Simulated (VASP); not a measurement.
# Fe (I4/mmm) in VASP: notebook

Runs on Fe. Level: PBE. Tasks: single point.

Program: VASP 6.6.1. These are calculated values, not measurements. Logs are shortened: lines on timing, memory, paths and dates and some standing lists are left out, and cuts for length are marked.

## (1) The cell of the first run

The structure is tetragonal, space group I4/mmm (No. 139). The conventional cell has a = 2.431 Å, b = 2.431 Å, c = 3.533 Å, α = 90.00°, β = 90.00°, γ = 90.00°. Within 3.2 Å of Fe (site symmetry 4/mmm) lie 12 Fe at 2.43 to 2.47 Å.

## (2) Single point, PBE, collinear spin, ferromagnetic start (volume 10.443 Å^3 an atom, c/a of the conventional cell 1.4530)

File INCAR:

```
SYSTEM = Fe
PREC     = Accurate       ! precision mode
ENCUT    = 520            ! plane-wave cutoff, eV
EDIFF    = 1E-6           ! SCF threshold, eV
ISMEAR   = 0              ! smearing method
SIGMA    = 0.15           ! smearing width, eV
LREAL    = .FALSE.        ! projectors in reciprocal space
LASPH    = .TRUE.         ! aspherical terms in the spheres
NELM     = 150            ! most SCF steps
ALGO     = Normal         ! electronic algorithm
ISIF     = 2              ! what is computed and relaxed
LWAVE    = .FALSE.        ! write WAVECAR
LCHARG   = .FALSE.        ! write CHGCAR
ISPIN    = 2              ! spin polarisation
MAGMOM   = 2.44           ! initial moments
LORBIT   = 11             ! projections on sites
LMAXMIX  = 4              ! l up to which the mixer works
GGA      = PE             ! functional
NBANDS   = 14             ! bands
```

File KPOINTS:

```
regular mesh
0
G
  12 12 12
  0 0 0
```

File POSCAR:

```
Fe
1.0
   -1.2157190559      1.2157190559      1.7664397882
    1.2157190559     -1.2157190559      1.7664397882
    1.2157190559      1.2157190559     -1.7664397882
Fe
1
Direct
    0.0000000000      0.0000000000      0.0000000000
```

Potentials or basis: VASP PAW PBE potentials, release 64 (Fe).

Command:

```bash
> cat potpaw_PBE.64/Fe/POTCAR > POTCAR
> mpirun -np 1 vasp_std > vasp.out
```

OUTCAR:

```text
SYSTEM = Fe
   PREC = Accurate
   ENCUT = 520
   EDIFF = 1E-6
   ISMEAR = 0
   LREAL = .FALSE.
   LASPH = .TRUE.
   NELM = 150
   ISIF = 2
   ISPIN = 2
   LORBIT = 11
   GGA = PE

 ion  position               nearest neighbor table
   1  0.000  0.000  0.000-

  LATTYP: Found a body centered tetragonal cell.
 ALAT       =     2.4314381118
 C/A-ratio  =     1.4530000000

  Lattice vectors:

 A1 = (  -1.2157190559,   1.2157190559,   1.7664397882)
 A2 = (   1.2157190559,  -1.2157190559,   1.7664397882)
 A3 = (   1.2157190559,   1.2157190559,  -1.7664397882)

Analysis of symmetry for initial positions (statically):
=====================================================================
 Subroutine PRICEL returns:
 Original cell was already a primitive cell.

 Routine SETGRP: Setting up the symmetry group for a
 body centered tetragonal supercell.

 Subroutine GETGRP returns: Found 16 space group operations
 (whereof 16 operations were pure point group operations)
 out of a pool of 16 trial point group operations.

The static configuration has the point symmetry D_4h.

Analysis of symmetry for dynamics (positions and initial velocities):
=====================================================================
 Subroutine PRICEL returns:
 Original cell was already a primitive cell.

 Routine SETGRP: Setting up the symmetry group for a
 body centered tetragonal supercell.

 Subroutine GETGRP returns: Found 16 space group operations
 (whereof 16 operations were pure point group operations)
 out of a pool of 16 trial point group operations.

The dynamic configuration has the point symmetry D_4h.

Analysis of structural, dynamic, and magnetic symmetry:
=====================================================================
 Subroutine PRICEL returns:
 Original cell was already a primitive cell.

 Routine SETGRP: Setting up the symmetry group for a
 body centered tetragonal supercell.

 Subroutine GETGRP returns: Found 16 space group operations
 (whereof 16 operations were pure point group operations)
 out of a pool of 16 trial point group operations.

The overall configuration has the point symmetry D_4h.

 Subroutine INISYM returns: Found 16 space group operations
 (whereof 16 operations are pure point group operations),
 and found     1 'primitive' translations

----------------------------------------------------------------------------------------

                                     Primitive cell

  volume of cell :      10.4430

  direct lattice vectors                    reciprocal lattice vectors
    -1.215719056  1.215719056  1.766439788     0.000000000  0.411279232  0.283055218
[... 119 lines left out ...]
 maximum number of plane-waves:       296
   NGX =  9   NGY =  9   NGZ =  9

 number of electron       8.0000007 magnetization       1.0317624

 Free energy of the ion-electron system (eV)
  ---------------------------------------------------
  ext. energy  EPLUGINS =         0.00000000
  ---------------------------------------------------
  free energy    TOTEN  =        -8.09591931 eV

  energy without entropy =       -8.07681292  energy(sigma->0) =       -8.08636612

 E-fermi :   6.6898     XC(G=0): -13.6356

 val. band max:        6.6793766903   @ k =  -0.2500  -0.2500   0.1667
 cond. band min:       6.6927642722   @ k =  -0.2500  -0.2500   0.2500
 fundamental gap:      0.0133875820
 Fermi energy:         6.6897501360

 spin component 1

 k-point     1 :       0.0000    0.0000    0.0000
  band No.  band energies     occupation
      1      -2.1918      1.00000
      2       4.5826      1.00000
      3       4.7884      1.00000
      4       4.7884      1.00000
      5       5.7120      1.00000
      6       5.9230      1.00000
      7      29.8312      0.00000
      8      34.5634      0.00000
      9      35.1657      0.00000
     10      35.1657      0.00000
     11      38.3956      0.00000
     12      38.3956      0.00000
     13      38.6640      0.00000
     14      40.3163      0.00000
[... 379 lines left out ...]
      3       4.5331      1.00000
      4       5.1005      1.00000
      5       7.0235      0.00083
      6       7.8882      0.00000
      7      18.2267      0.00000
      8      26.6922      0.00000
      9      27.9127      0.00000
     10      30.7687      0.00000
     11      40.1865      0.00000
     12      41.5577      0.00000
     13      41.8699      0.00000
     14      47.8791      0.00000

 [... further k-points ...]

 spin component 2

 k-point     1 :       0.0000    0.0000    0.0000
  band No.  band energies     occupation
      1      -2.0746      1.00000
      2       5.2766      1.00000
      3       5.5139      1.00000
      4       5.5139      1.00000
      5       7.2525      0.00000
      6       7.5371      0.00000
      7      29.6733      0.00000
      8      34.7807      0.00000
      9      35.4770      0.00000
     10      35.4770      0.00000
     11      38.6204      0.00000
     12      38.6204      0.00000
     13      38.8994      0.00000
     14      40.0011      0.00000
[... 379 lines left out ...]
      3       5.4189      1.00000
      4       6.1992      1.00000
      5       8.2386      0.00000
      6       8.7425      0.00000
      7      18.6155      0.00000
      8      26.8829      0.00000
      9      28.2372      0.00000
     10      31.0069      0.00000
     11      40.3432      0.00000
     12      41.7883      0.00000
     13      42.2145      0.00000
     14      48.0987      0.00000

 [... further k-points ...]
[... 5 lines left out ...]
  --------------------------------------------------------------------------------------
  -------------------------------------------------------------------------------------
  Total        0.2901048      0.2901048     -0.0297741      0.0000000      0.0000000      0.0000000
  in kB       44.5082131     44.5082131     -4.5679793      0.0000000      0.0000000      0.0000000
  external PRESSURE =      28.1494823 kB  Pullay stress =       0.0000000 kB

 VOLUME and BASIS-vectors are now :
 -----------------------------------------------------------------------------
  energy-cutoff  :      520.00
  volume of cell :       10.44
      direct lattice vectors                 reciprocal lattice vectors
    -1.215719056  1.215719056  1.766439788     0.000000000  0.411279232  0.283055218
     1.215719056 -1.215719056  1.766439788     0.411279232  0.000000000  0.283055218
     1.215719056  1.215719056 -1.766439788     0.411279232  0.411279232  0.000000000

 POSITION                                       TOTAL-FORCE (eV/Angst)
 -----------------------------------------------------------------------------------
      0.00000      0.00000      0.00000        -0.000000      0.000000      0.000000
 -----------------------------------------------------------------------------------
    total drift:                                0.000000      0.000000      0.000000

  FREE ENERGIE OF THE ION-ELECTRON SYSTEM (eV)
  ---------------------------------------------------
  free  energy   TOTEN  =        -8.0959193099 eV

  energy  without entropy=       -8.0768129220  energy(sigma->0) =       -8.08636612

 total charge

# of ion       s       p       d       tot
------------------------------------------
    1        0.528   0.614   6.310   7.452

 magnetization (x)

# of ion       s       p       d       tot
------------------------------------------
    1       -0.005  -0.018   1.044   1.021
```

OSZICAR:

```text
N       E                     dE             d eps       ncg     rms          rms(c)
DAV:   1     0.223731063414E+02    0.22373E+02   -0.38597E+03  9896   0.709E+02
DAV:   2    -0.822836299580E+01   -0.30601E+02   -0.28294E+02 10022   0.132E+02
DAV:   3    -0.915594356853E+01   -0.92758E+00   -0.91944E+00 11042   0.238E+01
DAV:   4    -0.915878546401E+01   -0.28419E-02   -0.28416E-02 10766   0.119E+00
DAV:   5    -0.915879705510E+01   -0.11591E-04   -0.11590E-04 11162   0.783E-02    0.129E+01
DAV:   6    -0.818823830547E+01    0.97056E+00   -0.10376E+01 11708   0.377E+01    0.284E+00
DAV:   7    -0.811434989315E+01    0.73888E-01   -0.45807E-01 10988   0.782E+00    0.179E+00
DAV:   8    -0.810362324090E+01    0.10727E-01   -0.57395E-03 12410   0.569E-01    0.656E-01
DAV:   9    -0.809669937898E+01    0.69239E-02   -0.38712E-03 12198   0.348E-01    0.167E-01
DAV:  10    -0.809590220078E+01    0.79718E-03   -0.31937E-04 11140   0.173E-01    0.384E-02
DAV:  11    -0.809591752562E+01   -0.15325E-04   -0.84874E-06 10784   0.244E-02    0.215E-02
DAV:  12    -0.809591959249E+01   -0.20669E-05   -0.56750E-06  9558   0.233E-02    0.181E-02
DAV:  13    -0.809591930989E+01    0.28260E-06   -0.35363E-07  5656   0.495E-03
   1 F= -.80959193E+01 E0= -.80863661E+01  d E =-.191064E-01  mag=     1.0343
```

stdout:

```text
POSCAR found type information on POSCAR Fe
 POSCAR found :  1 types and       1 ions
 scaLAPACK will be used
 LDA part: xc-table for (Slater+PW92), standard interpolation
 POSCAR, INCAR and KPOINTS ok, starting setup
 FFT: planning ... GRIDC
 FFT: planning ... GRID_SOFT
 FFT: planning ... GRID
 WAVECAR not read
 entering main loop
```

Wall time 17 s (1 thread of Intel Xeon 6975P-C (Granite Rapids), shared host); peak memory 0.15 GiB.

Results:

| Item | Value |
| --- | --- |
| Free energy | -8.0959 eV |
| Pressure | 2.8 GPa |
| Net moment | 1.03 μB per cell |
| Site moments | Fe +1.02 μB |
| Valence electrons inside the program's atomic spheres | Fe 7.45 |

## (3) Single point, PBE, collinear spin, ferromagnetic start (volume 10.746 Å^3 an atom, c/a of the conventional cell 1.5658)

File INCAR:

```
SYSTEM = Fe
ALGO = Fast ; EDIFF = 1E-7
ENCUT = 520 ; GGA = PE
ISIF = 2 ; ISMEAR = 0
ISPIN = 2 ; LASPH = .True.
LCHARG = .True. ; LELF = .True.
LMAXMIX = 4 ; LORBIT = 11
LREAL = .False. ; LVHAR = .True.
LWAVE = .False. ; MAGMOM = 2.44
NBANDS = 14 ; NELM = 150
PREC = Accurate ; SIGMA = 0.15
```

File KPOINTS:

```
k-points
0
Gamma
  12 12 12
  0 0 0
```

File POSCAR:

```
Fe
1.0
   -1.1971544533      1.1971544533      1.8745044429
    1.1971544533     -1.1971544533      1.8745044429
    1.1971544533      1.1971544533     -1.8745044429
Fe
1
Direct
    0.0000000000      0.0000000000      0.0000000000
```

Potentials or basis: VASP PAW PBE potentials, release 64 (Fe).

Command:

```bash
> cat potpaw_PBE.64/Fe/POTCAR > POTCAR
> mpirun -np 1 vasp_std > vasp.out
```

Run time: 1.8 min. Hardware: 1 thread of Intel Xeon 6975P-C (Granite Rapids), shared host; peak memory 0.16 GiB.

The run converged. Its results:

| Quantity | Value |
| --- | --- |
| Free energy | -8.0793 eV |
| Pressure | 16.1 GPa |
| Net moment | 2.14 μB per cell |
| Site moments | Fe +2.13 μB |
| Valence electrons inside the program's atomic spheres | Fe 7.39 |

Stress tensor (GPa, compression positive):
```
13.10  0.00  0.00
 0.00 13.10  0.00
 0.00  0.00 22.18
```

Levels at points of the mesh, in eV from the Fermi level:
Spin up:
```tsv
k point	band 3	band 4	band 5	band 6	band 7	band 8
(0.00, 0.00, 0.00)	-2.15	-2.15	-1.60	-0.93	23.03	26.35
(0.50, 0.00, 0.00)	-2.30	-0.33	-0.03	0.09	7.26	20.42
(0.50, 0.50, 0.00)	-0.30	-0.16	0.70	3.72	11.38	14.44
(0.50, 0.50, 0.50)	-0.34	0.10	0.10	1.30	8.90	17.03
```
Spin down:
```tsv
k point	band 1	band 2	band 3	band 4	band 5	band 6
(0.00, 0.00, 0.00)	-8.63	-1.22	-0.04	-0.04	0.72	1.91
(0.50, 0.00, 0.00)	-4.04	-0.98	0.12	0.13	2.21	2.34
(0.50, 0.50, 0.00)	-3.83	-3.05	2.19	2.27	2.55	3.97
(0.50, 0.50, 0.50)	-4.01	-3.19	1.52	2.49	2.49	2.58
```

## (4) Single point, PBE, collinear spin, ferromagnetic start (volume 10.746 Å^3 an atom, c/a of the conventional cell 1.3484)

File INCAR:

```
SYSTEM = Fe
  PREC = Accurate
  ENCUT = 520
  EDIFF = 1E-6
  ISMEAR = 0
  SIGMA = 0.15
  LREAL = .FALSE.
  LASPH = .TRUE.
  NELM = 150
  ALGO = Normal
  ISIF = 2
  LWAVE = .FALSE.
  LCHARG = .FALSE.
  ISPIN = 2
  MAGMOM = 2.44
  LORBIT = 11
  LMAXMIX = 4
  GGA = PE
  NBANDS = 14
```

File KPOINTS:

```
regular mesh
0
G
  12 12 12
  0 0 0
```

File POSCAR:

```
Fe
1.0
   -1.2583149806      1.2583149806      1.6967119198
    1.2583149806     -1.2583149806      1.6967119198
    1.2583149806      1.2583149806     -1.6967119198
Fe
1
Direct
    0.0000000000      0.0000000000      0.0000000000
```

Potentials or basis: VASP PAW PBE potentials, release 64 (Fe).

Command:

```bash
> cat potpaw_PBE.64/Fe/POTCAR > POTCAR
> mpirun -np 1 vasp_std > vasp.out
```

OUTCAR:

```text
SYSTEM = Fe
   PREC = Accurate
   ENCUT = 520
   EDIFF = 1E-6
   ISMEAR = 0
   LREAL = .FALSE.
   LASPH = .TRUE.
   NELM = 150
   ISIF = 2
   ISPIN = 2
   LORBIT = 11
   GGA = PE

 ion  position               nearest neighbor table
   1  0.000  0.000  0.000-

  LATTYP: Found a body centered tetragonal cell.
 ALAT       =     2.5166299612
 C/A-ratio  =     1.3484000000

  Lattice vectors:

 A1 = (  -1.2583149806,   1.2583149806,   1.6967119198)
 A2 = (   1.2583149806,  -1.2583149806,   1.6967119198)
 A3 = (   1.2583149806,   1.2583149806,  -1.6967119198)

Analysis of symmetry for initial positions (statically):
=====================================================================
 Subroutine PRICEL returns:
 Original cell was already a primitive cell.

 Routine SETGRP: Setting up the symmetry group for a
 body centered tetragonal supercell.

 Subroutine GETGRP returns: Found 16 space group operations
 (whereof 16 operations were pure point group operations)
 out of a pool of 16 trial point group operations.

The static configuration has the point symmetry D_4h.
[... 597 lines left out ...]
      2       5.1794      1.00000
      3       5.1795      1.00000
      4       5.5724      1.00000
      5       6.9906      0.00000
      6       7.4508      0.00000
      7      29.1356      0.00000
      8      34.1153      0.00000
      9      34.1153      0.00000
     10      35.2938      0.00000
     11      37.5541      0.00000
     12      38.0172      0.00000
     13      38.0172      0.00000
     14      39.1391      0.00000
[... 379 lines left out ...]
      3       5.1107      1.00000
      4       6.2140      0.94362
      5       8.0085      0.00000
      6       8.4301      0.00000
      7      18.2648      0.00000
      8      25.6696      0.00000
      9      27.9725      0.00000
     10      30.4151      0.00000
     11      39.3533      0.00000
     12      41.3672      0.00000
     13      41.6929      0.00000
     14      46.8518      0.00000

 [... further k-points ...]
[... 5 lines left out ...]
  --------------------------------------------------------------------------------------
  -------------------------------------------------------------------------------------
  Total       -0.2568633     -0.2568633      0.1697454      0.0000000      0.0000000      0.0000000
  in kB      -38.2970913    -38.2970913     25.3082288      0.0000000      0.0000000      0.0000000
  external PRESSURE =     -17.0953179 kB  Pullay stress =       0.0000000 kB

 VOLUME and BASIS-vectors are now :
 -----------------------------------------------------------------------------
  energy-cutoff  :      520.00
  volume of cell :       10.75
      direct lattice vectors                 reciprocal lattice vectors
    -1.258314981  1.258314981  1.696711920     0.000000000  0.397356789  0.294687621
     1.258314981 -1.258314981  1.696711920     0.397356789  0.000000000  0.294687621
     1.258314981  1.258314981 -1.696711920     0.397356789  0.397356789  0.000000000

 POSITION                                       TOTAL-FORCE (eV/Angst)
 -----------------------------------------------------------------------------------
      0.00000      0.00000      0.00000         0.000000      0.000000      0.000000
 -----------------------------------------------------------------------------------
    total drift:                                0.000000      0.000000      0.000000

  FREE ENERGIE OF THE ION-ELECTRON SYSTEM (eV)
  ---------------------------------------------------
  free  energy   TOTEN  =        -8.0920561530 eV

  energy  without entropy=       -8.0743435059  energy(sigma->0) =       -8.08319983

 total charge

# of ion       s       p       d       tot
------------------------------------------
    1        0.514   0.588   6.283   7.385

 magnetization (x)

# of ion       s       p       d       tot
------------------------------------------
    1       -0.007  -0.024   1.248   1.217
```

stdout:

```text
POSCAR found type information on POSCAR Fe
 POSCAR found :  1 types and       1 ions
 scaLAPACK will be used
 LDA part: xc-table for (Slater+PW92), standard interpolation
 POSCAR, INCAR and KPOINTS ok, starting setup
 FFT: planning ... GRIDC
 FFT: planning ... GRID_SOFT
 FFT: planning ... GRID
 WAVECAR not read
 entering main loop
```

Run time: 18 s. Hardware: 1 thread of Intel Xeon 6975P-C (Granite Rapids), shared host; peak memory 0.15 GiB.

What came out:

* Free energy: -8.0921 eV
* Pressure: -1.7 GPa
* Net moment: 1.23 μB per cell
* Site moments: Fe +1.22 μB
* Valence electrons inside the program's atomic spheres: Fe 7.38

## (5) Summary

| cell | gap on the mesh (eV) | pressure (GPa) | moment (μB) |
| --- | --- | --- | --- |
| a = 2.465 Å, angles 120.9, 120.9, 88.4°, 1 atom | none | 2.8 | 1.03 |
| a = 2.526 Å, angles 123.4, 123.4, 84.2°, 1 atom | none | 16.1 | 2.14 |
| a = 2.459 Å, angles 118.4, 118.4, 92.7°, 1 atom | none | -1.7 | 1.23 |

Alike in all rows: task single point; level PBE; potentials or basis VASP PAW PBE potentials, release 64 (Fe); spin collinear, ferromagnetic start; k mesh 12 × 12 × 12; cutoff (eV) 520; smearing gaussian 0.15 eV.

Absolute energies hang on the potentials; compare differences alone.
